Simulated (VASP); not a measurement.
Set up this calculation in VASP 6.6.1, as the native input.

```yaml
Task: single point
Functional: r2SCAN
Potentials_or_basis: VASP PAW PBE potentials, release 64 (Hf_pv, O)
Cutoff: 520 eV
k_mesh: 4 × 4 × 4
Occupations: gaussian, width 0.1 eV
Spin: no spin polarisation
Dipole_correction: no
Further_INCAR_settings: ALGO = Normal; EDIFF = 1e-07; NBANDS = 56
```

Crystal: HfO2.

```
CELL_PARAMETERS angstrom
5.14712 0.00000 0.00000
0.00000 5.14547 0.00000
0.00000 0.00000 5.14741
ATOMIC_POSITIONS crystal
Hf 0.03301 0.26748 0.24144
Hf 0.53301 0.26748 0.74144
Hf 0.53301 0.76748 0.24144
Hf 0.03301 0.76748 0.74144
O 0.33999 0.07469 0.43385
O 0.22602 0.07469 0.93385
O 0.83999 0.46027 0.54903
O 0.72602 0.46027 0.04903
O 0.22602 0.57469 0.04903
O 0.33999 0.57469 0.54903
O 0.83999 0.96027 0.43385
O 0.72602 0.96027 0.93385
```

These files were run (other wordings do the same):

POSCAR

```
HfO2
1.0
    5.1471224171      0.0000000000      0.0000000000
    0.0000000000      5.1454716186      0.0000000000
    0.0000000000      0.0000000000      5.1474077955
Hf O
4 8
Direct
    0.0330059992      0.2674791817      0.2414403500
    0.5330059992      0.2674791817      0.7414403500
    0.5330059992      0.7674791817      0.2414403500
    1.0330059992      0.7674791817      0.7414403500
    0.3399921011      0.0746863098      0.4338533680
    0.2260198972      0.0746863098      0.9338533680
    0.8399921011      0.4602720535      0.5490273320
    0.7260198972      0.4602720535      1.0490273320
    0.2260198972      0.5746863098      1.0490273320
    0.3399921011      0.5746863098      0.5490273320
    0.8399921011      0.9602720535      0.4338533680
    0.7260198972      0.9602720535      0.9338533680
```

INCAR.step1

```
SYSTEM = HfO2
ALGO = Normal
EDIFF = 1E-4
ENCUT = 520
GGA = PE
ISMEAR = 0
LASPH = .True.
LCHARG = .False.
LREAL = .False.
LWAVE = .True.
NBANDS = 56
NELM = 60
PREC = Accurate
SIGMA = 0.1
```

INCAR.step2

```
SYSTEM = HfO2
ALGO = Normal
EDIFF = 1E-7
ENCUT = 520
ISIF = 2
ISMEAR = 0
ISTART = 1
LASPH = .True.
LCHARG = .True.
LELF = .True.
LMIXTAU = .True.
LREAL = .False.
LVHAR = .True.
LWAVE = .False.
METAGGA = R2SCAN
NBANDS = 56
NELM = 60
PREC = Accurate
SIGMA = 0.1
```

KPOINTS

```
k-points
0
Gamma
  4 4 4
  0 0 0
```

Potentials or basis: VASP PAW PBE potentials, release 64 (Hf_pv, O).

The run is started by

```sh
$ cat potpaw_PBE.64/Hf_pv/POTCAR potpaw_PBE.64/O/POTCAR > POTCAR
$ cp INCAR.step1 INCAR
$ mpirun -np 1 vasp_std > vasp.out
$ cp INCAR.step2 INCAR
$ mpirun -np 1 vasp_std > vasp.out
```

Results of the run:

- Pressure: -3.6 GPa
- Largest force: 0.089 eV/Å
- Band gap on the k mesh: 4.40 eV (least direct gap 5.04 eV)

Caveat: the cell stands under tension; the PAW data sets were made with another functional, which shifts forces and pressure a little; spin-orbit coupling is left out, which moves the levels of the heavy elements.

Run time: 18 min on 1 thread of AMD EPYC 9755 128-Core Processor, on a shared host, peak memory 0.31 GiB.
